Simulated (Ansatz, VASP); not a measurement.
**Si in VASP and in Ansatz**

```
Si
1.0
    -1.52824    1.52824    1.52824
     1.52824   -1.52824    1.52824
     1.52824    1.52824   -1.52824
Si
1
Direct
  0.00000 0.00000 0.00000
```

Alike in both runs: functional PBEsol; k mesh 19 × 19 × 19; occupations fermi-dirac, width 0.1 eV; no spin polarisation.

Ansatz relaxed the structure, and its values are those at the end. VASP's run is a single point on that final structure, the one shown.

|  | VASP | Ansatz |
| --- | --- | --- |
| version | VASP 6.6.1 | Ansatz 0.2.0 |
| potentials or method | VASP PAW PBE potentials, release 64 (Si) | PAW with Ansatz's default frozen-core files, scalar-relativistic |
| plane-wave cutoff (eV) | 520 | 420 |
| valence electrons in the cell | 4 | 4 |

|  | VASP | Ansatz | Ansatz less VASP |
| --- | --- | --- | --- |
| pressure (GPa) | 0.1 | 0.0 | -0.15 |

VASP's potentials were made for PBE, not for PBEsol. The functional is the same, so the differences come from potentials, cutoffs and numerics.
